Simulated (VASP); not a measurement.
Write the native input for VASP 6.6.1 that does the following.

* Task: relaxation of cell and atoms
* Functional: PBE
* Potentials or basis: VASP PAW PBE potentials, release 64 (Be)
* Cutoff: 600 eV
* k mesh: 8 × 8 × 8
* Occupations: gaussian, width 0.1 eV
* Spin: no spin polarisation
* Dipole correction: no
* Further INCAR settings: ALGO = Normal; EDIFF = 1e-07; IBRION = 2; EDIFFG = -0.01; NSW = 100; ISIF = 3

The structure of Be lies in POSCAR:

```
Be
1.0
   -3.3590071830      3.3590071830      3.3590071830
    3.3590071830     -3.3590071830      3.3590071830
    3.3590071830      3.3590071830     -3.3590071830
Be
6
Direct
    0.6250000000      0.2500000000      0.8750000000
    0.8750000000      0.6250000000      0.2500000000
    0.7500000000      0.6250000000      0.8750000000
    0.2500000000      0.8750000000      0.6250000000
    0.8750000000      0.7500000000      0.6250000000
    0.6250000000      0.8750000000      0.7500000000
```

The input as run:

INCAR

```
SYSTEM = Be
PREC     = Accurate       ! precision mode
ENCUT    = 600            ! plane-wave cutoff, eV
EDIFF    = 1E-7           ! SCF threshold, eV
ISMEAR   = 0              ! smearing method
SIGMA    = 0.1            ! smearing width, eV
LREAL    = .FALSE.        ! projectors in reciprocal space
LASPH    = .TRUE.         ! aspherical terms in the spheres
NELM     = 100            ! most SCF steps
ALGO     = Normal         ! electronic algorithm
ISIF     = 3              ! what is computed and relaxed
LWAVE    = .FALSE.        ! write WAVECAR
LCHARG   = .FALSE.        ! write CHGCAR
GGA      = PE             ! functional
IBRION   = 2              ! ionic algorithm
NSW      = 100            ! ionic steps
EDIFFG   = -0.01          ! ionic threshold
```

KPOINTS

```
Automatic mesh
0
G
  8 8 8
  0 0 0
```

Potentials or basis: VASP PAW PBE potentials, release 64 (Be).

Launch:

```sh
$ cat potpaw_PBE.64/Be/POTCAR > POTCAR
$ mpirun -np 1 vasp_std > vasp.out
```

It gave:

The relaxed volume is 25.49 Å³/atom and the relaxed cell is a = 5.835 Å, b = 5.835 Å, c = 5.835 Å, α = 109.47°, β = 109.47°, γ = 109.47°. The space group after relaxing (to 0.05 Å) is I4_132 (No. 214). The energy gained by relaxing is 0.1 meV/atom and the ionic steps are 3. The pressure after relaxing is 0.0 GPa and the band gap on the k mesh is zero (band 6 reaches -0.95 eV, above the bottom of band 7 at -1.82 eV).

It took 44 s on 1 thread of Intel(R) Xeon(R) 6975P-C (Granite Rapids), on a shared host, peak memory 0.32 GiB.
